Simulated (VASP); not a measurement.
# ErH4: single point with PBE

Crystal: ErH4.

```
CELL_PARAMETERS angstrom
-1.98785 1.98785 3.29658
1.98785 -1.98785 3.29658
1.98785 1.98785 -3.29658
ATOMIC_POSITIONS crystal
Er 0.00000 0.00000 0.00000
H 0.32703 0.32703 0.00000
H 0.67297 0.67297 0.00000
H 0.50000 0.00000 0.50000
H 0.00000 0.50000 0.50000
```

The cell was built from a structure type or drawn by symmetry, and may not be a known phase.

```yaml
Program: VASP 6.6.1
Task: single point
Functional: PBE
Potentials_or_basis: VASP PAW PBE potentials, release 64 (Er_3, H), 4f in core
Cutoff: 500 eV
k_mesh: 14 × 14 × 14
Occupations: gaussian, width 0.1 eV
Spin: no spin polarisation
```

```yaml
Pressure: 0.2 GPa
Largest_force: 0.030 eV/Å
Band_gap_on_the_k_mesh: zero (an odd number of electrons rules out a gap without spin polarisation)
```

Forces on the atoms (eV/Å):
```
Er   0.000  0.000  0.000
H    0.000  0.000  0.030
H    0.000  0.000 -0.030
H    0.000  0.000  0.000
H    0.000  0.000  0.000
```

Stress tensor (GPa, compression positive):
```
0.29 0.00 0.00
0.00 0.29 0.00
0.00 0.00 0.11
```

Levels at points of the mesh, in eV from the Fermi level:
```
           k point  band 2  band 3  band 4  band 5  band 6  band 7  band 8  band 9  band 10  band 11
(0.00, 0.00, 0.00)  -23.56  -23.56   -6.78   -3.04   -0.70    0.89    3.49    3.49     5.10     7.50
(0.50, 0.00, 0.00)  -23.60  -23.56   -4.15   -3.55   -2.01    1.20    3.30    4.18     5.23     5.43
(0.50, 0.50, 0.00)  -23.71  -23.60   -3.41   -1.78   -0.75   -0.23    1.23    3.76     5.04     5.35
(0.50, 0.50, 0.50)  -23.58  -23.58   -5.19   -3.55   -2.24    0.26    5.57    5.68     5.68     6.71
```

Run time: 64 s on 1 thread of AMD EPYC 9R45 96-Core Processor (Zen 5), on a shared host, peak memory 0.27 GiB.

Caveat: spin-orbit coupling is left out, which moves the levels of the heavy elements; the 4f electrons are frozen in the core, so they carry no moment and show no levels. Spin polarisation is off, so any magnetic state and its effect on volume and gap are missing.
